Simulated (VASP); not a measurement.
AlN: single point with PBE

The system is AlN.

```
CELL_PARAMETERS angstrom
-0.02202 2.20159 2.20159
2.20159 -0.02202 2.20159
2.17957 2.17957 0.00000
ATOMIC_POSITIONS crystal
Al 0.00000 0.00000 0.00000
N 0.75000 0.75000 0.75000
```

This cell differs from its parent crystal: strain -0.0200 x Voigt [0, 0, 0, 0, 0, 1].

```json
{"Program": "VASP 6.6.1", "Task": "single point", "Functional": "PBE", "Potentials or basis": "VASP PAW PBE potentials, release 64 (Al, N)", "Cutoff": "520 eV", "k mesh": "10 × 10 × 10", "Occupations": "gaussian, width 0.05 eV", "Spin": "no spin polarisation"}
```

```
Pressure               : -0.2 GPa
Largest force          : 0.160 eV/Å
Band gap on the k mesh : 3.24 eV, indirect (least direct gap 3.92 eV)
```

Forces in eV/Å, atoms in the order of the input:
```
Al   0.000  0.000  0.160
N    0.000  0.000 -0.160
```

Stress tensor (GPa, compression positive):
```
-0.17  4.29  0.00
 4.29 -0.17  0.00
 0.00  0.00 -0.23
```

Levels at points of the mesh, in eV from the valence-band top:
| k point | band 1 | band 2 | band 3 | band 4 | band 5 | band 6 | band 7 | band 8 | band 9 |
| --- | --- | --- | --- | --- | --- | --- | --- | --- | --- |
| (0.00, 0.00, 0.00) | -14.90 | -0.10 | -0.05 | 0.00 | 3.92 | 12.02 | 12.28 | 12.53 | 17.44 |
| (0.50, 0.00, 0.00) | -12.96 | -5.84 | -0.51 | -0.48 | 7.19 | 9.64 | 10.95 | 11.16 | 17.63 |
| (0.50, 0.50, 0.00) | -12.31 | -4.88 | -1.92 | -1.68 | 3.24 | 8.43 | 13.58 | 15.31 | 15.46 |
| (0.00, 0.00, 0.50) | -12.88 | -5.78 | -0.58 | -0.55 | 7.02 | 9.64 | 10.74 | 10.95 | 17.61 |
| (0.50, 0.00, 0.50) | -12.30 | -4.88 | -1.80 | -1.80 | 3.25 | 8.42 | 13.56 | 15.38 | 15.40 |

Run time: 18 s on 1 thread of Intel(R) Xeon(R) Platinum 8375C CPU @ 2.90GHz (Ice Lake), with other jobs on the host, peak memory 0.16 GiB.

Caveat: the cell differs from its parent crystal (strain -0.0200 x Voigt [0, 0, 0, 0, 0, 1]). A k mesh can miss the band edges.
